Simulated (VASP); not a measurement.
Input of a VASP 6.6.1 run:

The input INCAR:

```
SYSTEM = NiMoIrPdW
ALGO = Fast ; EDIFF = 1E-6
ENCUT = 520 ; GGA = PE
ISIF = 2 ; ISMEAR = -1
ISPIN = 2 ; LASPH = .True.
LCHARG = .False. ; LMAXMIX = 4
LORBIT = 11 ; LREAL = .False.
LWAVE = .False. ; MAGMOM = 1 1 0 0.6 0
NBANDS = 40 ; NELM = 150
PREC = Accurate ; SIGMA = 0.05
```

File KPOINTS:

```
k-points
0
Gamma
  8 8 2
  0 0 0
```

Contents of POSCAR:

```
NiMoIrPdW
1.0
    2.7652342141      0.0000028859      0.0000000000
   -1.3826196063      2.3947616339      0.0000000000
    0.0000000000      0.0000000000     11.0422758965
Ni Mo Pd Ir W
1 1 1 1 1
Direct
    0.3333333333      0.6666666667      0.5966251884
    0.0000000000      0.0000000000      0.4105396954
    0.6666666667      0.3333333333      0.7951548864
    0.6666666667      0.3333333333      0.2000901037
    0.3333333333      0.6666666667      0.9975901261
```

Potentials or basis: VASP PAW PBE potentials, release 64 (Ni, Mo_sv, Pd, Ir, W_sv).

The run is started by

```bash
$ cat potpaw_PBE.64/Ni/POTCAR potpaw_PBE.64/Mo_sv/POTCAR potpaw_PBE.64/Pd/POTCAR potpaw_PBE.64/Ir/POTCAR potpaw_PBE.64/W_sv/POTCAR > POTCAR
$ mpirun -np 1 vasp_std > vasp.out
```

(1) Estimate the net moment.

(2) Predict the largest force.

Results:

(1) 0.00 μB per cell.

(2) 0.026 eV/Å.
